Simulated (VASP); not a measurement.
Wanted: the native input for a VASP 6.6.1 run.

- Task: single point
- Functional: PBE
- Potentials or basis: VASP PAW PBE potentials, release 64 (Li_sv, P)
- Cutoff: 520 eV
- k mesh: 6 × 6 × 2
- Occupations: gaussian, width 0.1 eV
- Spin: no spin polarisation
- Dipole correction: no
- Further INCAR settings: ALGO = Normal; EDIFF = 1e-07; NBANDS = 20

The structure of Li2P lies in POSCAR:

```
Li2P
1.0
    4.2887969996      0.0000000000      0.0000000000
   -2.1443984998      3.7142071534      0.0000000000
    0.0000000000      0.0000000000      6.9645110486
Li P
4 2
Direct
    0.0000000000      0.0000000000      0.0000000000
    0.3333333333      0.6666666667      0.2195450965
    0.6666666667      0.3333333333      0.5000000000
    0.3333333333      0.6666666667      0.7804549035
    0.6666666667      0.3333333333      0.1635459717
    0.6666666667      0.3333333333      0.8364540283
```

The input as run:

INCAR

```
SYSTEM = Li2P
PREC = Accurate ; ENCUT = 520
EDIFF = 1E-7 ; ISMEAR = 0
SIGMA = 0.1 ; LREAL = .FALSE.
LASPH = .TRUE. ; NELM = 80
ALGO = Normal ; ISIF = 2
LWAVE = .FALSE. ; LCHARG = .TRUE.
GGA = PE ; LELF = .TRUE.
LVHAR = .TRUE. ; NBANDS = 20
```

KPOINTS

```
regular mesh
0
G
  6 6 2
  0 0 0
```

Potentials or basis: VASP PAW PBE potentials, release 64 (Li_sv, P).

Launch:

```sh
$ cat potpaw_PBE.64/Li_sv/POTCAR potpaw_PBE.64/P/POTCAR > POTCAR
$ mpirun -np 1 vasp_std > vasp.out
```

It gave:

* Largest force: 0.045 eV/Å
* Band gap on the k mesh: zero (band 11 reaches 2.95 eV, above the bottom of band 12 at 2.56 eV)

Caveat: the k points lie up to 0.45 Å⁻¹ apart.

Run time: 58 s on 1 thread of Intel(R) Xeon(R) Platinum 8375C CPU @ 2.90GHz (Ice Lake), with other jobs on the host, peak memory 0.22 GiB.
